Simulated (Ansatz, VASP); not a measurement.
**Two plane-wave programs on CaF**

File INCAR:

```
PREC = Accurate ; ENCUT = 600
EDIFF = 1E-7 ; ISMEAR = 0
SIGMA = 0.1 ; LREAL = F
LASPH = T ; NELM = 120
ALGO = Normal ; ISIF = 3
LWAVE = F ; LCHARG = F
GGA = PE ; IBRION = 2
NSW = 100 ; EDIFFG = -0.01
GGA_COMPAT = F ; NELMIN = 4
```

The input KPOINTS:

```
Automatic mesh
0
Gamma
  16 16 16
```

Contents of POSCAR:

```
CaF
1.0
    3.3761226950      0.0000000000      0.0000000000
    0.0000000000      3.3761226950      0.0000000000
    0.0000000000      0.0000000000      3.3761226950
Ca F
1 1
Direct
    0.5000000000      0.5000000000      0.5000000000
    0.0000000000      0.0000000000      0.0000000000
```

Input for Ansatz:

```yaml
crystal:
  lattice:
    - [3.376122695, 0.0, 0.0]
    - [0.0, 3.376122695, 0.0]
    - [0.0, 0.0, 3.376122695]
  atoms:
    - { symbol: Ca, position: [0.5, 0.5, 0.5] }
    - { symbol: F, position: [0.0, 0.0, 0.0] }
basis:
  ecutwfc: 420
kpoints:
  mp_grid: { grid: [16, 16, 16] }
hamiltonian:
  xc: pbe
scf:
  occupations: { method: gaussian, width: 0.1 }
output:
  forces: true
  stress: true
  eigenvalues: true
  write_density: true
  write_potential: true
  elf: true
  volumetric_format: npy
relax:
  adjacent_minimum: "off"
  f_tol: 0.01
  max_steps: 80
  cell: { stress_tol: 0.05 }
```

Change from the starting cell: species swapped into the NdAu type (Pm-3m, No. 221).

Alike in both runs: task relaxation of cell and atoms; functional PBE; k mesh 16 × 16 × 16; occupations gaussian, width 0.1 eV; no spin polarisation.

|  | VASP | Ansatz |
| --- | --- | --- |
| version | VASP 6.6.1 | Ansatz 0.2.0 |
| potentials or method | VASP PAW PBE potentials, release 64 (Ca_sv, F), cutoff 600 eV | scalar-relativistic, plane waves, PAW |
| valence electrons in the cell | 17 | 17 |

|  | VASP | Ansatz | Ansatz less VASP |
| --- | --- | --- | --- |
| gap on the k mesh at the Fermi level, each at its own relaxed structure (eV) | none | none | - |
| relaxed volume (Å³/atom) | 19.21 | 19.24 | +0.033 |
| relaxed length of the cell vector where the two differ most in proportion (Å) | 3.374 | 3.376 | +0.0019 |

A gap of «none» marks a metal or a gap that the smearing closes.
